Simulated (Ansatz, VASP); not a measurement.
Fe in VASP and in Ansatz

INCAR

```
SYSTEM = Fe
  PREC = Accurate
  ENCUT = 690
  EDIFF = 1E-6
  ISMEAR = -1
  SIGMA = 0.05
  LREAL = .FALSE.
  LASPH = .TRUE.
  NELM = 200
  ALGO = Normal
  ISIF = 2
  LWAVE = .FALSE.
  LCHARG = .FALSE.
  ISPIN = 2
  MAGMOM = 2.669 2.629 2.629
  LORBIT = 11
  LMAXMIX = 4
  GGA = RP
  NBANDS = 35
  GGA_COMPAT = .FALSE.
```

The input KPOINTS:

```
regular mesh
0
G
  10 10 15
  0 0 0
```

Contents of POSCAR:

```
Fe
1.0
    4.0603869046      0.0000000000      0.0000000000
   -2.0301934523      3.5163982085      0.0000000000
    0.0000000000      0.0000000000      2.3202703849
Fe
3
Direct
    1.0000000000      0.0000000000      0.0000000000
    0.3333333333      0.6666666667      0.5000000000
    0.6666666667      0.3333333333      0.5000000000
```

Input for Ansatz:

```yaml
crystal:
  lattice:
    - [4.0603869046, 0.0, 0.0]
    - [-2.0301934523, 3.5163982085, 0.0]
    - [0.0, 0.0, 2.3202703849]
  atoms:
    - { symbol: Fe, position: [1.0, 0.0, 0.0], spin: 2.669 }
    - { symbol: Fe, position: [0.3333333333, 0.6666666667, 0.5], spin: 2.629 }
    - { symbol: Fe, position: [0.6666666667, 0.3333333333, 0.5], spin: 2.629 }
hamiltonian:
  xc: rpbe
  pseudopotentials:
    kind: paw
    azcp:
      Fe: "pseudopotentials/Fe.paw.azcp"
basis:
  ecutwfc: 420
  fft_grid_basis: typed
kpoints:
  mp_grid: { grid: [10, 10, 15], shift: [0, 0, 0] }
magnetization:
  spin_polarized: true
scf:
  occupations: { method: fermi_dirac, width: 0.05 }
  lower_state_search: "off"
output:
  stress: true
```

Alike in both runs: task single point; functional RPBE; k mesh 10 × 10 × 15; occupations fermi-dirac, width 0.05 eV; collinear spin.

|  | VASP | Ansatz |
| --- | --- | --- |
| version | VASP 6.6.1 | Ansatz 0.2.0 |
| potentials or method | VASP PAW PBE potentials, release 64 (Fe_sv), cutoff 690 eV | plane waves (420 eV) with PAW, scalar-relativistic |
| valence electrons in the cell | 48 | 48 |

Ansatz gave:

| Quantity | Value |
| --- | --- |
| pressure (GPa) | 21.3 |
| traceless stress, the component that is largest in VASP (GPa) | -0.54 |
| net moment per atom (μB) | 2.31 |
| size of the moment on the site where the two differ most (μB) | 2.48 |

Q: Estimate VASP's values.

A: Pressure (GPa): 19.7; traceless stress, the component that is largest in VASP (GPa): -0.51; net moment per atom (μB): 2.32; size of the moment on the site where the two differ most (μB): 2.46.

VASP's potentials were made for PBE, not for RPBE. Site moments also hang on the region over which each program counts them. The functional is the same, so the differences come from potentials, cutoffs and numerics.
